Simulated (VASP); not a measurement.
# BN (Fmm2) in VASP: further runs

BN is run at these levels: PBE+D3(BJ); tasks: single point.

Program: VASP 6.6.1. These are calculated values, not measurements. Logs are shortened: lines on timing, memory, paths and dates and some standing lists are left out, and cuts for length are marked.

**1. The cell of the first run**

Symmetry: Fmm2, No. 42, orthorhombic system. Conventional cell: a = 2.503 Å, b = 6.991 Å, c = 4.267 Å, α = 90.00°, β = 90.00°, γ = 90.00°. B (site symmetry mm2) has 3 N at 1.42 to 1.44 Å within 1.9 Å. Within 1.9 Å of N (site symmetry mm2) lie 3 B at 1.42 to 1.44 Å.

**2. Single point, PBE+D3(BJ) (strain +0.000 along x and y, -0.015 along z)**

Contents of INCAR:

```
SYSTEM = BN
PREC     = Accurate       ! precision mode
ENCUT    = 520            ! plane-wave cutoff, eV
EDIFF    = 1E-6           ! SCF threshold, eV
ISMEAR   = 0              ! smearing method
SIGMA    = 0.05           ! smearing width, eV
LREAL    = .FALSE.        ! projectors in reciprocal space
LASPH    = .TRUE.         ! aspherical terms in the spheres
NELM     = 100            ! most SCF steps
ALGO     = Normal         ! electronic algorithm
ISIF     = 2              ! what is computed and relaxed
LWAVE    = .FALSE.        ! write WAVECAR
LCHARG   = .FALSE.        ! write CHGCAR
GGA      = PE             ! functional
IVDW     = 12             ! dispersion correction
NBANDS   = 11             ! bands
```

Contents of KPOINTS:

```
Automatic mesh
0
G
  12 12 12
  0 0 0
```

Contents of POSCAR:

```
BN
1.0
    0.0000000000      3.4953158300      2.1335998714
    1.2516321000      0.0000000000      2.1335998714
    1.2516321000      3.4953158300      0.0000000000
B N
1 1
Direct
    0.0000486500      0.0000486500      0.9999513500
    0.6666513400      0.6666513400      0.3333486600
```

Potentials or basis: VASP PAW PBE potentials, release 64 (B, N).

On the command line:

```
$ cat potpaw_PBE.64/B/POTCAR potpaw_PBE.64/N/POTCAR > POTCAR
$ mpirun -np 1 vasp_std > vasp.out
```

OUTCAR:

```text
SYSTEM = BN
   PREC = Accurate
   ENCUT = 520
   EDIFF = 1E-6
   ISMEAR = 0
   LREAL = .FALSE.
   LASPH = .TRUE.
   NELM = 100
   ISIF = 2
   GGA = PE
   IVDW = 12
 IVDW          = 12

 ion  position               nearest neighbor table
   1  0.000  0.000  1.000-   2 1.42   2 1.44   2 1.44
   2  0.667  0.667  0.333-   1 1.42   1 1.44   1 1.44

  LATTYP: Found a face centered orthorhombic cell.
 ALAT       =     2.5032642000
 B/A-ratio  =     1.7046541643
 C/A-ratio  =     2.7926064137

  Lattice vectors:

 A1 = (   0.0000000000,   3.4953158300,   2.1335998714)
 A2 = (  -1.2516321000,   3.4953158300,   0.0000000000)
 A3 = (  -1.2516321000,   0.0000000000,   2.1335998714)

Analysis of symmetry for initial positions (statically):
=====================================================================
 Subroutine PRICEL returns:
 Original cell was already a primitive cell.

 Routine SETGRP: Setting up the symmetry group for a
 face centered orthorhombic supercell.

 Subroutine GETGRP returns: Found  4 space group operations
 (whereof  4 operations were pure point group operations)
 out of a pool of  8 trial point group operations.

The static configuration has the point symmetry C_2v.

Analysis of symmetry for dynamics (positions and initial velocities):
=====================================================================
 Subroutine PRICEL returns:
 Original cell was already a primitive cell.

 Routine SETGRP: Setting up the symmetry group for a
 face centered orthorhombic supercell.

 Subroutine GETGRP returns: Found  4 space group operations
 (whereof  4 operations were pure point group operations)
 out of a pool of  8 trial point group operations.

The dynamic configuration has the point symmetry C_2v.

 Subroutine INISYM returns: Found  4 space group operations
 (whereof  4 operations are pure point group operations),
 and found     1 'primitive' translations

----------------------------------------------------------------------------------------

                                     Primitive cell

  volume of cell :      18.6684

  direct lattice vectors                    reciprocal lattice vectors
     0.000000000  3.495315830  2.133599871    -0.399478409  0.143048590  0.234345721
     1.251632100  0.000000000  2.133599871     0.399478409 -0.143048590  0.234345721
     1.251632100  3.495315830  0.000000000     0.399478409  0.143048590 -0.234345721

  length of vectors
     4.095055697  2.473627160  3.712656147     0.484730663  0.484730663  0.484730663

  position of ions in fractional coordinates (direct lattice)
     0.000048650  0.000048650  0.999951350
     0.666651340  0.666651340  0.333348660

  ion indices of the primitive-cell ions
   primitive index   ion index
                 1           1
                 2           2

----------------------------------------------------------------------------------------

 KPOINTS: Automatic mesh

Automatic generation of k-mesh.
 Grid dimensions read from file:
 generate k-points for:   12   12   12

 Generating k-lattice:

  Cartesian coordinates                     Fractional coordinates (reciprocal lattice)
    -0.033289867  0.011920716  0.019528810     0.083333333 -0.000000000  0.000000000
     0.033289867 -0.011920716  0.019528810    -0.000000000  0.083333333  0.000000000
     0.033289867  0.011920716 -0.019528810     0.000000000  0.000000000  0.083333333

  Length of vectors
     0.040394222  0.040394222  0.040394222

  Shift w.r.t. Gamma in fractional coordinates (k-lattice)
     0.000000000  0.000000000  0.000000000

 Subroutine IBZKPT returns following result:
 ===========================================

 Found    280 irreducible k-points:

 Following reciprocal coordinates:
            Coordinates               Weight
  0.000000  0.000000  0.000000      1.000000
  0.083333  0.000000 -0.000000      8.000000
  0.166667  0.000000  0.000000      8.000000
  0.250000  0.000000  0.000000      8.000000
  0.333333  0.000000  0.000000      8.000000
  0.416667  0.000000 -0.000000      8.000000
[... 16 lines left out ...]
  0.500000  0.166667  0.000000      8.000000
 -0.416667  0.166667  0.000000      8.000000
 [... further k-points ...]
   k-points           NKPTS =    280   k-points in BZ     NKDIM =    280   number of bands    NBANDS=     11
   number of dos      NEDOS =    301   number of ions     NIONS =      2
   total plane-waves  NPLWV =  15120
   dimension x,y,z NGX =    30 NGY =   18 NGZ =   28
   dimension x,y,z NGXF=    60 NGYF=   36 NGZF=   56
   ions per type =               1   1
   NGX,Y,Z   is equivalent  to a cutoff of  12.18, 12.10, 12.54 a.u.
   NGXF,Y,Z  is equivalent  to a cutoff of  24.36, 24.19, 25.08 a.u.
 SYSTEM =  BN
   PREC   = accura    normal or accurate (medium, high low for compatibility)
   ISTART =      0    job   : 0-new  1-cont  2-samecut
   ICHARG =      2    charge: 1-file 2-atom 10-const
   ISPIN  =      1    spin polarized calculation?
   LNONCOLLINEAR =      F non collinear calculations
   LSORBIT =      F    spin-orbit coupling
   LASPH  =      T    aspherical Exc in radial PAW
   ENCUT  =  520.0 eV  38.22 Ry    6.18 a.u.   7.61  4.60  6.90*2*pi/ulx,y,z
   NELM   =    100;   NELMIN=  2; NELMDL= -5     # of ELM steps
   EDIFF  = 0.1E-05   stopping-criterion for ELM
   LREAL  =      F    real-space projection
   EDIFFG = 0.1E-04   stopping-criterion for IOM
   NSW    =      0    number of steps for IOM
   IBRION =     -1    ionic relax: 0-MD 1-quasi-New 2-CG
   NFREE  =      0    steps in history (QN), initial steepest desc. (CG)
   ISIF   =      2    stress and relaxation
   ISYM   =      2    0-nonsym 1-usesym 2-fastsym
   POTIM  = 0.5000    time-step for ionic-motion
   TEBEG  =    0.0;   TEEND  =   0.0 temperature during run
   PSTRESS=    0.0 pullay stress
   NELECT =       8.0000    total number of electrons
   NUPDOWN=      -1.0000    fix difference up-down
   EMIN   =  10.00;   EMAX   =-10.00  energy-range for DOS
   EFERMI =   0.00;   METHOD = LEGACY
   ISMEAR =     0;   SIGMA  =   0.05  broadening in eV -4-tet -1-fermi 0-gaus
   EFERMI_NEDOS =   21; number of points for ismear=-14 and -15
   IALGO  =     38    algorithm
   IMIX   =      4    mixing-type and parameters
     AMIX     =   0.40;   BMIX     =  1.00
     AMIX_MAG =   1.60;   BMIX_MAG =  1.00
  volume/ion in A,a.u.               =       9.33        62.99
  Fermi-wavevector in a.u.,A,eV,Ry     =   1.234249  2.332392 20.726716  1.523371
  Thomas-Fermi vector in A             =   2.368947
   LORBIT       =      0    0 simple, 1 ext, 2 COOP (PROOUT), +10 PAW based schemes
   GGA     = PE    functional components
   LHFCALC =     F    Hartree Fock is set to
   AEXX    =    0.0000 exact exchange contribution
   IVDW    =    12    specifies the selected vdW correction
   LEPSILON=     F    determine dielectric tensor
   LRPA    =     F    only Hartree local field effects (RPA)
 non-spin polarized calculation
 Gauss-broadening in eV      SIGMA  =   0.05
  energy-cutoff  :      520.00
  volume of cell :       18.67
 maximum number of plane-waves:       517
   NGX = 15   NGY =  9   NGZ = 13

 number of electron       8.0000001 magnetization

 Free energy of the ion-electron system (eV)
  ---------------------------------------------------
  ext. energy  EPLUGINS =         0.00000000
  ---------------------------------------------------
  free energy    TOTEN  =       -17.56699734 eV

  energy without entropy =      -17.56699734  energy(sigma->0) =      -17.56699734

 E-fermi :   2.4023     XC(G=0):  -9.7837

 val. band max:        2.0550103673   @ k =   0.5000  -0.3333   0.1667
 cond. band min:       6.0107640805   @ k =   0.0000   0.5000   0.5000
 fundamental gap:      3.9557537132
 Fermi energy:         2.4023493492

 k-point     1 :       0.0000    0.0000    0.0000
  band No.  band energies     occupation
      1     -15.9289      2.00000
      2      -2.5329      2.00000
      3       0.6553      2.00000
      4       0.7160      2.00000
      5       6.9277      0.00000
      6      13.6681      0.00000
      7      13.9289      0.00000
      8      15.2969      0.00000
      9      16.9284      0.00000
     10      28.0864      0.00000
     11      28.9072      0.00000

 k-point     2 :       0.0833    0.0000   -0.0000
  band No.  band energies     occupation
      1     -15.7894      2.00000
      2      -2.3952      2.00000
      3       0.0938      2.00000
      4       0.4441      2.00000
      5       7.2433      0.00000
      6      13.6940      0.00000
      7      14.4728      0.00000
      8      14.8010      0.00000
      9      17.3446      0.00000
     10      27.3234      0.00000
     11      28.4776      0.00000

 k-point     3 :       0.1667    0.0000    0.0000
  band No.  band energies     occupation
      1     -15.3785      2.00000
      2      -1.9877      2.00000
      3      -1.3381      2.00000
      4      -0.1859      2.00000
      5       8.0837      0.00000
      6      13.4457      0.00000
      7      13.6395      0.00000
      8      16.0822      0.00000
      9      18.4084      0.00000
     10      24.6663      0.00000
     11      28.7858      0.00000

 k-point     4 :       0.2500    0.0000    0.0000
  band No.  band energies     occupation
      1     -14.7254      2.00000
      2      -3.1621      2.00000
      3      -1.2979      2.00000
      4      -0.9161      2.00000
      5       9.2009      0.00000
      6      11.7059      0.00000
      7      13.5446      0.00000
      8      18.3523      0.00000
      9      19.7191      0.00000
     10      22.4875      0.00000
     11      27.4622      0.00000

 k-point     5 :       0.3333    0.0000    0.0000
  band No.  band energies     occupation
      1     -13.9018      2.00000
      2      -4.9668      2.00000
      3      -1.5446      2.00000
      4      -0.4047      2.00000
      5       9.0199      0.00000
      6      11.2863      0.00000
      7      13.6519      0.00000
      8      20.0789      0.00000
      9      20.9145      0.00000
     10      21.6250      0.00000
     11      26.4004      0.00000
[... 211 lines left out ...]
 k-point    21 :       0.3333    0.1667    0.0000
  band No.  band energies     occupation
      1     -14.3422      2.00000
      2      -3.5915      2.00000
      3      -1.9503      2.00000
      4      -0.6606      2.00000
      5       9.6032      0.00000
      6      11.1300      0.00000
      7      14.5943      0.00000
      8      16.9502      0.00000
      9      20.8206      0.00000
     10      21.7529      0.00000
     11      27.1016      0.00000

 k-point    22 :       0.4167    0.1667   -0.0000
  band No.  band energies     occupation
      1     -13.5525      2.00000
      2      -4.9990      2.00000
      3      -2.7902      2.00000
      4       0.2126      2.00000
      5       8.9621      0.00000
      6      11.5771      0.00000
      7      15.1154      0.00000
      8      17.8554      0.00000
      9      19.1394      0.00000
     10      23.2812      0.00000
     11      26.0942      0.00000

 k-point    23 :       0.5000    0.1667    0.0000
  band No.  band energies     occupation
      1     -12.7910      2.00000
      2      -6.2112      2.00000
      3      -3.3093      2.00000
      4       1.0591      2.00000
      5       7.4828      0.00000
      6      13.1158      0.00000
      7      15.3877      0.00000
      8      17.4735      0.00000
      9      19.8785      0.00000
     10      23.7124      0.00000
     11      24.7621      0.00000

 k-point    24 :      -0.4167    0.1667    0.0000
  band No.  band energies     occupation
      1     -12.4465      2.00000
      2      -6.7052      2.00000
      3      -3.4899      2.00000
      4       1.3760      2.00000
      5       6.8550      0.00000
      6      13.8931      0.00000
      7      15.7157      0.00000
      8      17.2852      0.00000
      9      20.4385      0.00000
     10      23.0250      0.00000
     11      24.5248      0.00000

 [... further k-points ...]

------------------------ aborting loop because EDIFF is reached ----------------------------------------

 Edisp (eV)   -0.26956

 E8    (eV) :    -0.0785

  FORCE on cell =-STRESS in cart. coord.  units (eV):
  Direction    XX          YY          ZZ          XY          YZ          ZX
  --------------------------------------------------------------------------------------
  -------------------------------------------------------------------------------------
  Total       0.51498    -0.14806     1.83950     0.00000     0.00000     0.00000
  in kB      44.19749   -12.70689   157.87179     0.00000     0.00000     0.00000
  external pressure =       63.12 kB  Pullay stress =        0.00 kB

 VOLUME and BASIS-vectors are now :
 -----------------------------------------------------------------------------
  energy-cutoff  :      520.00
  volume of cell :       18.67
      direct lattice vectors                 reciprocal lattice vectors
     0.000000000  3.495315830  2.133599871    -0.399478409  0.143048590  0.234345721
     1.251632100  0.000000000  2.133599871     0.399478409 -0.143048590  0.234345721
     1.251632100  3.495315830  0.000000000     0.399478409  0.143048590 -0.234345721

 POSITION                                       TOTAL-FORCE (eV/Angst)
 -----------------------------------------------------------------------------------
      1.25163      3.49532      0.00021         0.000000      0.000000      0.237201
      1.25163      3.49532      2.84473         0.000000      0.000000     -0.237201
 -----------------------------------------------------------------------------------
    total drift:                                0.000000     -0.000006     -0.000046

  FREE ENERGIE OF THE ION-ELECTRON SYSTEM (eV)
  ---------------------------------------------------
  free  energy   TOTEN  =       -17.8365532381 eV

  energy  without entropy=      -17.8365532381  energy(sigma->0) =      -17.83655324
```

Run time: 44 s. Hardware: 1 thread of AMD EPYC 7R13 (Zen 3), shared host; peak memory 0.16 GiB.

Results:

- Free energy: -17.8366 eV
- Pressure: 6.3 GPa
- Largest force: 0.237 eV/Å
- Band gap on the k mesh: 3.96 eV, indirect (least direct gap 4.60 eV)
- Dispersion energy per atom: -0.135 eV

Forces in eV/Å, atoms in the order of the input:
```
B    0.000  0.000  0.237
N    0.000  0.000 -0.237
```

Levels at points of the mesh, in eV from the valence-band top:
| k point | band 1 | band 2 | band 3 | band 4 | band 5 | band 6 | band 7 | band 8 |
| --- | --- | --- | --- | --- | --- | --- | --- | --- |
| (0.00, 0.00, 0.00) | -17.98 | -4.59 | -1.40 | -1.34 | 4.87 | 11.61 | 11.87 | 13.24 |
| (0.50, 0.00, 0.00) | -14.76 | -9.08 | -4.15 | -1.06 | 4.68 | 10.22 | 13.44 | 15.70 |
| (0.50, 0.50, 0.00) | -14.70 | -9.11 | -4.38 | -0.44 | 5.84 | 9.42 | 12.44 | 13.86 |
| (0.50, 0.00, 0.50) | -17.79 | -6.21 | -1.42 | -1.33 | 9.65 | 11.51 | 11.69 | 12.48 |
| (0.00, 0.50, 0.50) | -14.60 | -8.93 | -4.42 | -1.35 | 3.96 | 9.84 | 14.60 | 18.92 |

Caveat: the cell differs from its parent crystal (strain +0.000 along x and y, -0.015 along z).

**3. Single point, PBE+D3(BJ) (strain -0.015 along x and y, +0.030 along z)**

Contents of INCAR:

```
PREC = Accurate
ENCUT = 520
EDIFF = 1E-6
ISMEAR = 0
SIGMA = 0.05
LREAL = False
LASPH = True
NELM = 60
ALGO = Normal
ISIF = 2
LWAVE = False
LCHARG = False
GGA = PE
IVDW = 12
NBANDS = 11
```

Contents of KPOINTS:

```
Automatic mesh
0
Gamma
  12 12 12
```

Contents of POSCAR:

```
BN
1.0
    0.0000000000      3.4428860926      2.2310739772
    1.2328576185      0.0000000000      2.2310739772
    1.2328576185      3.4428860926      0.0000000000
B N
1 1
Direct
    0.0000486500      0.0000486500      0.9999513500
    0.6666513400      0.6666513400      0.3333486600
```

Potentials or basis: VASP PAW PBE potentials, release 64 (B, N).

On the command line:

```
$ cat potpaw_PBE.64/B/POTCAR potpaw_PBE.64/N/POTCAR > POTCAR
$ mpirun -np 1 vasp_std > vasp.out
```

Wall time 49 s (1 thread of AMD EPYC 7R13 (Zen 3), shared host); peak memory 0.16 GiB.

It converged, with:

- Free energy: -17.8095 eV
- Pressure: -3.6 GPa
- Largest force: 0.425 eV/Å
- Band gap on the k mesh: 3.56 eV, indirect (least direct gap 4.55 eV)
- Dispersion energy per atom: -0.133 eV

Forces on the atoms (eV/Å):
```
B    0.000  0.000 -0.425
N    0.000  0.000  0.425
```

Stress tensor (GPa, compression positive):
```
 10.67   0.00   0.00
  0.00  -0.69   0.00
  0.00   0.00 -20.63
```

Levels at points of the mesh, in eV from the valence-band top:
| k point | band 1 | band 2 | band 3 | band 4 | band 5 | band 6 | band 7 | band 8 |
| --- | --- | --- | --- | --- | --- | --- | --- | --- |
| (0.00, 0.00, 0.00) | -17.82 | -4.35 | -1.63 | -1.36 | 4.86 | 10.59 | 11.83 | 12.71 |
| (0.50, 0.00, 0.00) | -14.58 | -8.91 | -4.44 | -0.91 | 4.57 | 9.13 | 13.30 | 15.69 |
| (0.50, 0.50, 0.00) | -14.93 | -9.16 | -3.79 | -0.76 | 5.73 | 9.72 | 11.94 | 13.59 |
| (0.50, 0.00, 0.50) | -17.59 | -6.13 | -1.61 | -1.39 | 9.61 | 10.34 | 11.71 | 12.13 |
| (0.00, 0.50, 0.50) | -14.81 | -8.94 | -3.84 | -1.82 | 3.56 | 10.54 | 14.57 | 17.77 |

Caveat: the cell differs from its parent crystal (strain -0.015 along x and y, +0.030 along z).

(Part 1 of 2 ends here.)
